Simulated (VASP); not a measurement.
Write the native input for VASP 6.6.1 that does the following.

- Task: single point
- Functional: PBE
- Potentials or basis: VASP PAW PBE potentials, release 64 (Hf_pv, Sn_d, S)
- Cutoff: 520 eV
- k mesh: 12 × 12 × 1
- Occupations: gaussian, width 0.02 eV
- Spin: no spin polarisation
- Dipole correction: no
- Further INCAR settings: ALGO = Normal; EDIFF = 1e-07; NBANDS = 58

The structure of Hf3SnS8 lies in POSCAR:

```
Hf3SnS8
1.0
    3.6639390778     -0.0000000289      0.0000000000
   -1.8319695139      3.1730643337      0.0000000000
    0.0000000000      0.0000000000     27.4723053000
Hf Sn S
3 1 8
Direct
    0.0000000000      0.0000000000      0.2516920000
    0.0000000000      0.0000000000      0.5000000000
    0.0000000000      0.0000000000      0.7483080000
    0.0000000000      0.0000000000      0.0000000000
    0.3333333333      0.6666666667      0.0542800000
    0.3333333333      0.6666666667      0.3041410000
    0.3333333333      0.6666666667      0.5524490000
    0.3333333333      0.6666666667      0.8007600000
    0.6666666667      0.3333333333      0.1992400000
    0.6666666667      0.3333333333      0.4475510000
    0.6666666667      0.3333333333      0.6958590000
    0.6666666667      0.3333333333      0.9457200000
```

One way to write it, as run:

INCAR

```
PREC = Accurate ; ENCUT = 520
EDIFF = 1E-7 ; ISMEAR = 0
SIGMA = 0.02 ; LREAL = F
LASPH = T ; NELM = 80
ALGO = Normal ; ISIF = 2
LWAVE = F ; LCHARG = F
GGA = PE ; NBANDS = 58
```

KPOINTS

```
regular mesh
0
Gamma
  12 12 1
```

Potentials or basis: VASP PAW PBE potentials, release 64 (Hf_pv, Sn_d, S).

Run with:

```console
$ cat potpaw_PBE.64/Hf_pv/POTCAR potpaw_PBE.64/Sn_d/POTCAR potpaw_PBE.64/S/POTCAR > POTCAR
$ mpirun -np 1 vasp_std > vasp.out
```

It gave:

```
Pressure               : -0.4 GPa
Largest force          : 0.065 eV/Å
Band gap on the k mesh : 1.22 eV, indirect (least direct gap 1.79 eV)
```

Caveat: spin-orbit coupling is left out, which moves the levels of the heavy elements; this functional lacks dispersion, which binds the layers, so the pressure and a relaxed spacing across them are unreliable.

It took 12 min on 1 thread of Intel Xeon 6975P-C (shared host), peak memory 0.59 GiB.
